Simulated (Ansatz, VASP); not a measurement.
**Two plane-wave programs on TiC**

```xyz
2
Lattice="0.0000 2.1657 2.1657 2.1657 0.0000 2.1657 2.1657 2.1657 0.0000" Properties=species:S:1:pos:R:3 pbc="T T T"
Ti    0.0000    0.0000    0.0000
C     2.1657    2.1657    2.1657
```

Alike in both runs: task single point; functional PBE; k mesh 11 × 11 × 11; occupations gaussian, width 0.024 eV; no spin polarisation.

|  | VASP | Ansatz |
| --- | --- | --- |
| version | VASP 6.6.1 | Ansatz 0.2.0 |
| potentials or method | VASP PAW PBE potentials, release 64 (Ti_sv, C) | Ansatz PAW |
| plane-wave cutoff (eV) | 520 | 420 |
| valence electrons in the cell | 16 | 16 |

Ansatz gave:

| Item | Value |
| --- | --- |
| gap on the k mesh at the Fermi level (eV) | none |
| pressure (GPa) | 0.3 |

Task: Estimate VASP's values.

Result: gap on the k mesh at the Fermi level (eV): none; pressure (GPa): 0.5.

A gap of «none» marks a metal or a gap that the smearing closes.
